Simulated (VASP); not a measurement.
A run of VASP 6.6.1:

Contents of INCAR:

```
PREC = Accurate
ENCUT = 520
EDIFF = 1E-7
ISMEAR = 0
SIGMA = 0.05
LREAL = False
LASPH = True
NELM = 80
ALGO = Normal
ISIF = 2
LWAVE = False
LCHARG = False
GGA = PE
NBANDS = 19
```

KPOINTS

```
Automatic mesh
0
Gamma
  6 6 6
```

POSCAR

```
SrCl2
1.0
    0.0000000000      3.6508884878      3.4792967289
    3.6508884878      0.0000000000      3.4792967289
    3.6508884878      3.6508884878      0.0000000000
Sr Cl
1 2
Direct
    0.0000000000      0.0000000000      0.0000000000
    0.2500000000      0.2500000000      0.2500000000
    0.7500000000      0.7500000000      0.7500000000
```

Potentials or basis: VASP PAW PBE potentials, release 64 (Sr_sv, Cl).

Command:

```sh
$ cat potpaw_PBE.64/Sr_sv/POTCAR potpaw_PBE.64/Cl/POTCAR > POTCAR
$ mpirun -np 1 vasp_std > vasp.out
```

Hardware: 1 thread of Intel(R) Xeon(R) 6975P-C (Granite Rapids), on a shared host.

**Question.** How long does it take, and how much memory?

**Answer.** Run time: 28 s on 1 thread of Intel(R) Xeon(R) 6975P-C (Granite Rapids), on a shared host, peak memory 0.25 GiB. Counts: scf iterations 15, k points 30.
